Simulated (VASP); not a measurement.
Wanted: the native input for a VASP 6.6.1 run.

```yaml
Task: relaxation of cell and atoms
Functional: PBE
Potentials_or_basis: VASP PAW PBE potentials, release 64 (Sn_d)
Cutoff: 600 eV
k_mesh: 13 × 13 × 13
Occupations: fermi-dirac, width 0.08 eV
Spin: no spin polarisation
Target_pressure: 180 GPa
Dipole_correction: no
Further_INCAR_settings: ALGO = Normal; EDIFF = 1e-07; IBRION = 2; EDIFFG = -0.005; NSW = 60; ISIF = 3
```

The structure of Sn lies in POSCAR:

```
Sn
1.0
    0.0000000000      2.4358696655      2.4358696655
    2.4358696655      0.0000000000      2.4358696655
    2.4358696655      2.4358696655      0.0000000000
Sn
2
Direct
   -0.1250000000     -0.1250000000     -0.1250000000
    0.1250000000      0.1250000000      0.1250000000
```

The input as run:

INCAR

```
ALGO = Normal ; EDIFF = 1E-7
EDIFFG = -0.005 ; ENCUT = 600
GGA = PE ; IBRION = 2
ISIF = 3 ; ISMEAR = -1
LASPH = True ; LCHARG = False
LREAL = False ; LWAVE = False
NELM = 80 ; NSW = 60
PREC = Accurate ; PSTRESS = 1800.0
SIGMA = 0.08
```

KPOINTS

```
k-points
0
Gamma
  13 13 13
```

Potentials or basis: VASP PAW PBE potentials, release 64 (Sn_d).

The run is started by

```console
$ cat potpaw_PBE.64/Sn_d/POTCAR > POTCAR
$ mpirun -np 1 vasp_std > vasp.out
```

It gave:

- Relaxed volume: 16.81 Å³/atom
- Relaxed cell: a = 3.622 Å, b = 3.622 Å, c = 3.622 Å, α = 60.00°, β = 60.00°, γ = 60.00°
- Space group after relaxing (to 0.05 Å): Fd-3m (No. 227)
- Energy change on relaxing (the enthalpy is what falls): -3457.8 meV/atom
- Ionic steps: 8
- Pressure after relaxing: 180.0 GPa
- Band gap on the k mesh: zero (band 14 reaches 17.56 eV, above the bottom of band 15 at 16.23 eV)

Caveat: the cell is relaxed towards a set pressure, so the enthalpy falls and the energy may rise; the volume moved by over 15 % at a fixed basis, so the end points are rough; spin-orbit coupling is left out, which moves the levels of the heavy elements.

It took 2.9 min on 1 thread of Intel(R) Xeon(R) 6975P-C (Granite Rapids) (shared host), peak memory 0.19 GiB.
